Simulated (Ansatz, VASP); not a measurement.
Sc3Re in VASP and in Ansatz

```
CELL_PARAMETERS angstrom
0.00000 3.39992 3.39992
3.39992 0.00000 3.39992
3.39992 3.39992 0.00000
ATOMIC_POSITIONS crystal
Sc 0.25000 0.25000 0.25000
Sc 0.75000 0.75000 0.75000
Sc 0.50000 0.50000 0.50000
Re 0.00000 0.00000 0.00000
```

Change from the starting cell: species swapped into the Ta3Re type (Fm-3m, No. 225).

Alike in both runs: functional PBE; k mesh 4 × 4 × 4; occupations gaussian, width 0.1 eV; no spin polarisation.

Ansatz relaxed the structure, and its values are those at the end. VASP's run is a single point on that final structure, the one shown.

```csv
,VASP,Ansatz
version,VASP 6.6.1,Ansatz 0.2.0
potentials or method,"VASP PAW PBE potentials, release 64 (Sc_sv, Re), cutoff 520 eV","scalar-relativistic, plane waves, PAW"
valence electrons in the cell,40,48
```

```tsv
	VASP	Ansatz	Ansatz less VASP
gap on the k mesh at the Fermi level (eV)	none	none	-
pressure (GPa)	0.1	0.1	-0.01
```

A gap of «none» marks a metal or a gap that the smearing closes. The functional is the same, so the differences come from potentials, cutoffs and numerics. VASP's potentials hold 40 valence electrons a cell and Ansatz's 48, so a difference there can come from the potentials and not from the codes.

The k mesh is coarse, so the values compare programs but aren't converged. Spin-orbit coupling is off throughout.
